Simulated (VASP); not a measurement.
# IrRh5 (P-6m2) in VASP: further runs

The runs below take IrRh5 through single point, relaxation of shape and atoms at fixed volume, relaxation of cell and atoms, with PBE.

Program: VASP 6.6.1. These are calculated values, not measurements. Logs are shortened: lines on timing, memory, paths and dates and some standing lists are left out, and cuts for length are marked.

## Step 1: The cell of the first run

The structure is hexagonal, space group P-6m2 (No. 187). Conventional cell: a = 2.642 Å, b = 2.642 Å, c = 12.796 Å, α = 90.00°, β = 90.00°, γ = 120.00°. Ir (site symmetry -6m2) has 6 Rh at 2.63 Å and 6 Ir at 2.64 Å within 3.5 Å. Within 3.5 Å of Rh (site symmetry 3m) lie 9 Rh at 2.62 to 2.64 Å and 3 Ir at 2.63 Å. Rh (site symmetry -6m2) has 12 Rh at 2.61 to 2.64 Å within 3.4 Å. Rh (site symmetry 3m) has 12 Rh at 2.61 to 2.64 Å within 3.4 Å.

## Step 2: Single point, PBE (12.90 Å³/atom)

File INCAR:

```
PREC     = Accurate       # precision mode
ENCUT    = 520            # plane-wave cutoff, eV
EDIFF    = 1E-7           # SCF threshold, eV
ISMEAR   = 0              # smearing method
SIGMA    = 0.1            # smearing width, eV
LREAL    = False          # projectors in reciprocal space
LASPH    = True           # aspherical terms in the spheres
NELM     = 100            # most SCF steps
ALGO     = Fast           # electronic algorithm
ISIF     = 2              # what is computed and relaxed
LWAVE    = False          # write WAVECAR
LCHARG   = False          # write CHGCAR
GGA      = PE             # functional
NBANDS   = 51             # bands
```

File KPOINTS:

```
Automatic mesh
0
Gamma
  18 18 4
```

File POSCAR:

```
IrRh5
1.0
    2.6424331247      0.0000000280      0.0000000000
   -1.3212165866      2.2884141998      0.0000000000
    0.0000000000      0.0000000000     12.7964515910
Ir Rh
1 5
Direct
    0.6666666667      0.3333333333      0.5000000000
    0.3333333333      0.6666666667      0.6676533613
    0.3333333333      0.6666666667      0.0000000000
    0.3333333333      0.6666666667      0.3323466387
    0.6666666667      0.3333333333      0.8344104983
    0.6666666667      0.3333333333      0.1655895017
```

Potentials or basis: VASP PAW PBE potentials, release 64 (Ir, Rh_pv).

On the command line:

```console
cat potpaw_PBE.64/Ir/POTCAR potpaw_PBE.64/Rh_pv/POTCAR > POTCAR
mpirun -np 1 vasp_std > vasp.out
```

OUTCAR:

```text
PREC = Accurate
   ENCUT = 520
   EDIFF = 1E-7
   ISMEAR = 0
   LREAL = False
   LASPH = True
   NELM = 100
   ISIF = 2
   GGA = PE

 ion  position               nearest neighbor table
   1  0.667  0.333  0.500-   2 2.63   4 2.63   2 2.63   4 2.63   2 2.63   4 2.63
   2  0.333  0.667  0.668-   5 2.62   5 2.62   5 2.62   1 2.63   1 2.63   1 2.63
   3  0.333  0.667  0.000-   5 2.61   6 2.61   5 2.61   6 2.61   5 2.61   6 2.61
   4  0.333  0.667  0.332-   6 2.62   6 2.62   6 2.62   1 2.63   1 2.63   1 2.63
   5  0.667  0.333  0.834-   3 2.61   3 2.61   3 2.61   2 2.62   2 2.62   2 2.62
   6  0.667  0.333  0.166-   3 2.61   3 2.61   3 2.61   4 2.62   4 2.62   4 2.62

  LATTYP: Found a hexagonal cell.
 ALAT       =     2.6424331247
 C/A-ratio  =     4.8426775578

  Lattice vectors:

 A1 = (   2.6424331247,   0.0000000280,   0.0000000000)
 A2 = (  -1.3212165866,   2.2884141998,   0.0000000000)
 A3 = (   0.0000000000,   0.0000000000,  12.7964515910)

Analysis of symmetry for initial positions (statically):
=====================================================================
 Subroutine PRICEL returns:
 Original cell was already a primitive cell.

 Routine SETGRP: Setting up the symmetry group for a
 hexagonal supercell.

 Subroutine GETGRP returns: Found 12 space group operations
 (whereof 12 operations were pure point group operations)
 out of a pool of 24 trial point group operations.

The static configuration has the point symmetry D_3h.

Analysis of symmetry for dynamics (positions and initial velocities):
=====================================================================
 Subroutine PRICEL returns:
 Original cell was already a primitive cell.

 Routine SETGRP: Setting up the symmetry group for a
 hexagonal supercell.

 Subroutine GETGRP returns: Found 12 space group operations
 (whereof 12 operations were pure point group operations)
 out of a pool of 24 trial point group operations.

The dynamic configuration has the point symmetry D_3h.

 Subroutine INISYM returns: Found 12 space group operations
 (whereof 12 operations are pure point group operations),
 and found     1 'primitive' translations

----------------------------------------------------------------------------------------

                                     Primitive cell

  volume of cell :      77.3799

  direct lattice vectors                    reciprocal lattice vectors
[... 99 lines left out ...]
   IBRION =     -1    ionic relax: 0-MD 1-quasi-New 2-CG
   NFREE  =      0    steps in history (QN), initial steepest desc. (CG)
   ISIF   =      2    stress and relaxation
   ISYM   =      2    0-nonsym 1-usesym 2-fastsym
   POTIM  = 0.5000    time-step for ionic-motion
   TEBEG  =    0.0;   TEEND  =   0.0 temperature during run
   PSTRESS=    0.0 pullay stress
   NELECT =      84.0000    total number of electrons
   NUPDOWN=      -1.0000    fix difference up-down
   EMIN   =  10.00;   EMAX   =-10.00  energy-range for DOS
   EFERMI =   0.00;   METHOD = LEGACY
   ISMEAR =     0;   SIGMA  =   0.10  broadening in eV -4-tet -1-fermi 0-gaus
   EFERMI_NEDOS =   21; number of points for ismear=-14 and -15
   IALGO  =     68    algorithm
   IMIX   =      4    mixing-type and parameters
     AMIX     =   0.40;   BMIX     =  1.00
     AMIX_MAG =   1.60;   BMIX_MAG =  1.00
  volume/ion in A,a.u.               =      12.90        87.03
  Fermi-wavevector in a.u.,A,eV,Ry     =   1.682513  3.179489 38.516070  2.830851
  Thomas-Fermi vector in A             =   2.765879
   LORBIT       =      0    0 simple, 1 ext, 2 COOP (PROOUT), +10 PAW based schemes
   GGA     = PE    functional components
   LHFCALC =     F    Hartree Fock is set to
   AEXX    =    0.0000 exact exchange contribution
   IVDW    =     0    specifies the selected vdW correction
   LEPSILON=     F    determine dielectric tensor
   LRPA    =     F    only Hartree local field effects (RPA)
 non-spin polarized calculation
 RMM-DIIS sequential band-by-band and
 Gauss-broadening in eV      SIGMA  =   0.10
  energy-cutoff  :      520.00
  volume of cell :       77.38
 maximum number of plane-waves:      2121
 NGX is ok and might be reduce to    20
   NGX =  9   NGY =  9   NGZ = 47

 number of electron      83.9999986 magnetization

 Free energy of the ion-electron system (eV)
  ---------------------------------------------------
  ext. energy  EPLUGINS =         0.00000000
  ---------------------------------------------------
  free energy    TOTEN  =       -44.25460311 eV

  energy without entropy =      -44.21782004  energy(sigma->0) =      -44.23621157

 E-fermi :  13.0510     XC(G=0): -14.4666

 val. band max:       13.0494070651   @ k =   0.3889   0.1667   0.0000
 cond. band min:      13.0518118410   @ k =   0.3889   0.0000   0.2500
 fundamental gap:      0.0024047759
 Fermi energy:        13.0510293857

 k-point     1 :       0.0000    0.0000    0.0000
  band No.  band energies     occupation
      1     -34.4621      2.00000
      2     -34.3081      2.00000
      3     -34.1021      2.00000
      4     -33.8298      2.00000
      5     -33.6910      2.00000
      6     -33.6910      2.00000
[... 1285 lines left out ...]
     50      17.9827      0.00000
     51      19.8218      0.00000

 [... further k-points ...]

------------------------ aborting loop because EDIFF is reached ----------------------------------------

  FORCE on cell =-STRESS in cart. coord.  units (eV):
  Direction    XX          YY          ZZ          XY          YZ          ZX
  --------------------------------------------------------------------------------------
  -------------------------------------------------------------------------------------
  Total       15.7254788     15.7254788     15.7410445     -0.0000000      0.0000000      0.0000000
  in kB      325.6013970    325.6013970    325.9236916     -0.0000000      0.0000000      0.0000000
  external PRESSURE =     325.7088285 kB  Pullay stress =       0.0000000 kB

 VOLUME and BASIS-vectors are now :
 -----------------------------------------------------------------------------
  energy-cutoff  :      520.00
  volume of cell :       77.38
      direct lattice vectors                 reciprocal lattice vectors
     2.642433125  0.000000028  0.000000000     0.378439093  0.218491917  0.000000000
    -1.321216587  2.288414200  0.000000000    -0.000000005  0.436983827  0.000000000
     0.000000000  0.000000000 12.796451591     0.000000000  0.000000000  0.078146664

 POSITION                                       TOTAL-FORCE (eV/Angst)
 -----------------------------------------------------------------------------------
      1.32122      0.76280      6.39823        -0.000000     -0.000000     -0.000000
     -0.00000      1.52561      8.54359        -0.000000     -0.000000      0.031743
     -0.00000      1.52561      0.00000        -0.000000     -0.000000     -0.000000
     -0.00000      1.52561      4.25286         0.000000     -0.000000     -0.031743
      1.32122      0.76280     10.67749         0.000000      0.000000     -0.004501
      1.32122      0.76280      2.11896         0.000000      0.000000      0.004501
 -----------------------------------------------------------------------------------
    total drift:                                0.000000     -0.000000      0.000000

  FREE ENERGIE OF THE ION-ELECTRON SYSTEM (eV)
  ---------------------------------------------------
  free  energy   TOTEN  =       -44.2546031091 eV

  energy  without entropy=      -44.2178200406  energy(sigma->0) =      -44.23621157
```

OSZICAR:

```text
N       E                     dE             d eps       ncg     rms          rms(c)
DAV:   1     0.115754546103E+04    0.11575E+04   -0.49813E+04 11330   0.192E+03
DAV:   2     0.361173106221E+01   -0.11539E+04   -0.11224E+04 11583   0.615E+02
DAV:   3    -0.463300492369E+02   -0.49942E+02   -0.46440E+02 12095   0.136E+02
[... 14 lines left out ...]
RMM:  18    -0.442546028174E+02    0.27514E-05   -0.45491E-06 11067   0.849E-03    0.452E-03
RMM:  19    -0.442546030841E+02   -0.26670E-06   -0.11077E-06 11020   0.432E-03    0.251E-03
RMM:  20    -0.442546029561E+02    0.12800E-06   -0.16678E-07  6943   0.202E-03    0.906E-04
RMM:  21    -0.442546030875E+02   -0.13134E-06   -0.43055E-08  6027   0.128E-03    0.233E-04
RMM:  22    -0.442546031091E+02   -0.21624E-07   -0.16490E-08  5674   0.821E-04
   1 F= -.44254603E+02 E0= -.44236212E+02  d E =-.367831E-01
```

It took 4.4 min on 1 thread of Intel Xeon 6975P-C (Granite Rapids), shared host; peak memory 0.43 GiB.

What came out:

```
Free energy            : -44.2546 eV
Pressure               : 32.6 GPa
Largest force          : 0.032 eV/Å
Band gap on the k mesh : zero (bands 42 and 43 overlap by 2.49 eV)
```

Forces on the atoms (eV/Å):
```
Ir   0.000  0.000  0.000
Rh   0.000  0.000  0.032
Rh   0.000  0.000  0.000
Rh   0.000  0.000 -0.032
Rh   0.000  0.000 -0.005
Rh   0.000  0.000  0.005
```

Caveat: the cell stands under pressure; spin-orbit coupling is left out, which moves the levels of the heavy elements.

## Step 3: Single point, PBE (13.32 Å³/atom)

This run uses another cell than the first one, of 13.32 Å³/atom.

File INCAR:

```
SYSTEM = IrRh5
PREC = Accurate ; ENCUT = 520
EDIFF = 1E-7 ; ISMEAR = 0
SIGMA = 0.1 ; LREAL = .FALSE.
LASPH = .TRUE. ; NELM = 80
ALGO = Fast ; ISIF = 2
LWAVE = .FALSE. ; LCHARG = .FALSE.
GGA = PE ; NBANDS = 51
```

File KPOINTS:

```
Automatic mesh
0
G
  18 18 4
  0 0 0
```

File POSCAR:

```
IrRh5
1.0
    2.6716150708      0.0000000283      0.0000000000
   -1.3358075599      2.3136865063      0.0000000000
    0.0000000000      0.0000000000     12.9311235081
Ir Rh
1 5
Direct
    0.6666666667      0.3333333333      0.5000000000
    0.3333333333      0.6666666667      0.6673485472
    0.3333333333      0.6666666667      0.0000000000
    0.3333333333      0.6666666667      0.3326514528
    0.6666666667      0.3333333333      0.8342975874
    0.6666666667      0.3333333333      0.1657024126
```

Potentials or basis: VASP PAW PBE potentials, release 64 (Ir, Rh_pv).

On the command line:

```console
cat potpaw_PBE.64/Ir/POTCAR potpaw_PBE.64/Rh_pv/POTCAR > POTCAR
mpirun -np 1 vasp_std > vasp.out
```

OUTCAR:

```text
SYSTEM = IrRh5
   PREC = Accurate
   ENCUT = 520
   EDIFF = 1E-7
   ISMEAR = 0
   LREAL = .FALSE.
   LASPH = .TRUE.
   NELM = 80
   ISIF = 2
   GGA = PE

 ion  position               nearest neighbor table
   1  0.667  0.333  0.500-   2 2.66   4 2.66   2 2.66   4 2.66   2 2.66   4 2.66
   2  0.333  0.667  0.667-   5 2.65   5 2.65   5 2.65   1 2.66   1 2.66   1 2.66
   3  0.333  0.667  0.000-   5 2.64   6 2.64   5 2.64   6 2.64   5 2.64   6 2.64
   4  0.333  0.667  0.333-   6 2.65   6 2.65   6 2.65   1 2.66   1 2.66   1 2.66
   5  0.667  0.333  0.834-   3 2.64   3 2.64   3 2.64   2 2.65   2 2.65   2 2.65
   6  0.667  0.333  0.166-   3 2.64   3 2.64   3 2.64   4 2.65   4 2.65   4 2.65

  LATTYP: Found a hexagonal cell.
 ALAT       =     2.6716150708
 C/A-ratio  =     4.8401896102

  Lattice vectors:

 A1 = (   2.6716150708,   0.0000000283,   0.0000000000)
 A2 = (  -1.3358075599,   2.3136865063,   0.0000000000)
 A3 = (   0.0000000000,   0.0000000000,  12.9311235081)

Analysis of symmetry for initial positions (statically):
=====================================================================
 Subroutine PRICEL returns:
 Original cell was already a primitive cell.

[... 183 lines left out ...]
 fundamental gap:      0.0014544408
 Fermi energy:        12.4219414990

 k-point     1 :       0.0000    0.0000    0.0000
  band No.  band energies     occupation
      1     -34.9315      2.00000
      2     -34.7969      2.00000
      3     -34.6163      2.00000
      4     -34.3676      2.00000
      5     -34.2441      2.00000
      6     -34.2441      2.00000
[... 1285 lines left out ...]
     50      17.2132      0.00000
     51      18.9678      0.00000

 [... further k-points ...]

------------------------ aborting loop because EDIFF is reached ----------------------------------------

  FORCE on cell =-STRESS in cart. coord.  units (eV):
  Direction    XX          YY          ZZ          XY          YZ          ZX
  --------------------------------------------------------------------------------------
  -------------------------------------------------------------------------------------
  Total        9.8242228      9.8242228      9.8373118      0.0000000     -0.0000000      0.0000000
  in kB      196.9219487    196.9219487    197.1843118      0.0000000     -0.0000000      0.0000000
  external PRESSURE =     197.0094031 kB  Pullay stress =       0.0000000 kB

 VOLUME and BASIS-vectors are now :
 -----------------------------------------------------------------------------
  energy-cutoff  :      520.00
  volume of cell :       79.93
      direct lattice vectors                 reciprocal lattice vectors
     2.671615071  0.000000028  0.000000000     0.374305417  0.216105339  0.000000000
    -1.335807560  2.313686506  0.000000000    -0.000000005  0.432210669  0.000000000
     0.000000000  0.000000000 12.931123508     0.000000000  0.000000000  0.077332801

 POSITION                                       TOTAL-FORCE (eV/Angst)
 -----------------------------------------------------------------------------------
      1.33581      0.77123      6.46556        -0.000000     -0.000000      0.000000
     -0.00000      1.54246      8.62957        -0.000000      0.000000      0.026772
     -0.00000      1.54246      0.00000        -0.000000     -0.000000      0.000000
     -0.00000      1.54246      4.30156        -0.000000      0.000000     -0.026772
      1.33581      0.77123     10.78841        -0.000000      0.000000     -0.004227
      1.33581      0.77123      2.14272         0.000000     -0.000000      0.004227
 -----------------------------------------------------------------------------------
    total drift:                                0.000001     -0.000000      0.000000

  FREE ENERGIE OF THE ION-ELECTRON SYSTEM (eV)
  ---------------------------------------------------
  free  energy   TOTEN  =       -44.6690151643 eV

  energy  without entropy=      -44.6298742999  energy(sigma->0) =      -44.64944473
```

stdout:

```text
POSCAR found type information on POSCAR IrRh
 POSCAR found :  2 types and       6 ions
 scaLAPACK will be used
 LDA part: xc-table for (Slater+PW92), standard interpolation
 POSCAR, INCAR and KPOINTS ok, starting setup
 FFT: planning ... GRIDC
 FFT: planning ... GRID_SOFT
 FFT: planning ... GRID
 WAVECAR not read
 entering main loop
```

Run time: 4.2 min. Hardware: 1 thread of Intel Xeon 6975P-C (Granite Rapids), shared host; peak memory 0.44 GiB.

Results:

| Property | Result |
| --- | --- |
| Free energy | -44.6690 eV |
| Pressure | 19.7 GPa |
| Largest force | 0.027 eV/Å |
| Band gap on the k mesh | zero (bands 42 and 43 overlap by 2.36 eV) |

Forces on the atoms (eV/Å):
```
Ir   0.000  0.000  0.000
Rh   0.000  0.000  0.027
Rh   0.000  0.000  0.000
Rh   0.000  0.000 -0.027
Rh   0.000  0.000 -0.004
Rh   0.000  0.000  0.004
```

Caveat: the cell stands under pressure; spin-orbit coupling is left out, which moves the levels of the heavy elements.

## Step 4: Single point, PBE (13.75 Å³/atom)

This run uses another cell than the first one, of 13.75 Å³/atom.

File INCAR:

```
  PREC = Accurate
  ENCUT = 520
  EDIFF = 1E-7
  ISMEAR = 0
  SIGMA = 0.1
  LREAL = False
  LASPH = True
  NELM = 100
  ALGO = Fast
  ISIF = 2
  LWAVE = False
  LCHARG = False
  GGA = PE
  NBANDS = 51
```

File KPOINTS:

```
Automatic mesh
0
Gamma
  18 18 4
```

File POSCAR:

```
IrRh5
1.0
    2.7002298402      0.0000000286      0.0000000000
   -1.3501149449      2.3384676234      0.0000000000
    0.0000000000      0.0000000000     13.0625042613
Ir Rh
1 5
Direct
    0.6666666667      0.3333333333      0.5000000000
    0.3333333333      0.6666666667      0.6670064328
    0.3333333333      0.6666666667      0.0000000000
    0.3333333333      0.6666666667      0.3329935672
    0.6666666667      0.3333333333      0.8341736003
    0.6666666667      0.3333333333      0.1658263997
```

On the command line:

```console
cat potpaw_PBE.64/Ir/POTCAR potpaw_PBE.64/Rh_pv/POTCAR > POTCAR
mpirun -np 1 vasp_std > vasp.out
```

Wall time 4.3 min (1 thread of Intel Xeon 6975P-C (Granite Rapids), shared host); peak memory 0.45 GiB.

The run converged. Its results:

```
Free energy            : -44.8963 eV
Pressure               : 9.0 GPa
Largest force          : 0.023 eV/Å
Band gap on the k mesh : zero (bands 42 and 43 overlap by 2.24 eV)
```

Forces in eV/Å, atoms in the order of the input:
```
Ir   0.000  0.000  0.000
Rh   0.000  0.000  0.023
Rh   0.000  0.000  0.000
Rh   0.000  0.000 -0.023
Rh   0.000  0.000 -0.004
Rh   0.000  0.000  0.004
```

Levels at points of the mesh, in eV from the Fermi level:
| k point | band 38 | band 39 | band 40 | band 41 | band 42 | band 43 | band 44 | band 45 |
| --- | --- | --- | --- | --- | --- | --- | --- | --- |
| (0.00, 0.00, 0.00) | -2.23 | -2.03 | -2.03 | -1.09 | -1.09 | -1.07 | -1.07 | -0.09 |
| (0.50, 0.00, 0.00) | 0.49 | 0.53 | 0.61 | 0.63 | 0.63 | 0.69 | 0.70 | 1.22 |
| (0.00, 0.00, 0.50) | -1.74 | -1.74 | -1.69 | -1.69 | -0.65 | -0.51 | -0.51 | -0.39 |
| (0.50, 0.00, 0.50) | 0.16 | 0.23 | 0.49 | 0.53 | 0.54 | 0.63 | 0.69 | 1.22 |

Caveat: the cell stands under pressure; spin-orbit coupling is left out, which moves the levels of the heavy elements.

(Continued in part 2 of 2.)
